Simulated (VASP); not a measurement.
Here is a VASP 6.6.1 calculation.

The input INCAR:

```
SYSTEM = MnS
ALGO = Normal ; EDIFF = 1E-6
ENCUT = 520 ; GGA = PE
ISIF = 2 ; ISMEAR = 0
ISPIN = 2 ; LASPH = .True.
LCHARG = .False. ; LDAU = .True.
LDAUJ = 0 0 ; LDAUL = 2 -1
LDAUPRINT = 1 ; LDAUTYPE = 2
LDAUU = 3.9 0 ; LMAXMIX = 4
LORBIT = 11 ; LREAL = .False.
LWAVE = .False. ; MAGMOM = 4.98 0.12
NBANDS = 20 ; NELM = 150
PREC = Accurate ; SIGMA = 0.05
```

Contents of KPOINTS:

```
k-points
0
Gamma
  8 8 8
  0 0 0
```

Contents of POSCAR:

```
MnS
1.0
    0.0000000000      2.6327938319      2.6327938319
    2.6327938319      0.0000000000      2.6327938319
    2.6327938319      2.6327938319      0.0000000000
Mn S
1 1
Direct
    0.0000000000      0.0000000000      0.0000000000
    0.5000000000      0.5000000000      0.5000000000
```

Potentials or basis: VASP PAW PBE potentials, release 64 (Mn_pv, S).

Run with:

```sh
$ cat potpaw_PBE.64/Mn_pv/POTCAR potpaw_PBE.64/S/POTCAR > POTCAR
$ mpirun -np 1 vasp_std > vasp.out
```

Estimate the band gap on the k mesh.

0.74 eV (least direct gap 2.65 eV).

What does it give for the net moment?

5.00 μB per cell.

Eigenvalues of the final occupation matrices:
| site | spin | trace | eigenvalues |
| --- | --- | --- | --- |
| site 1 d | 1 | 4.71 | 0.93 0.93 0.93 0.95 0.95 |
| site 1 d | 2 | 0.19 | 0.01 0.01 0.01 0.07 0.07 |

Caveat: a cell with one magnetic atom can't hold antiferromagnetic order, which such compounds often take. A k mesh can miss the band edges.
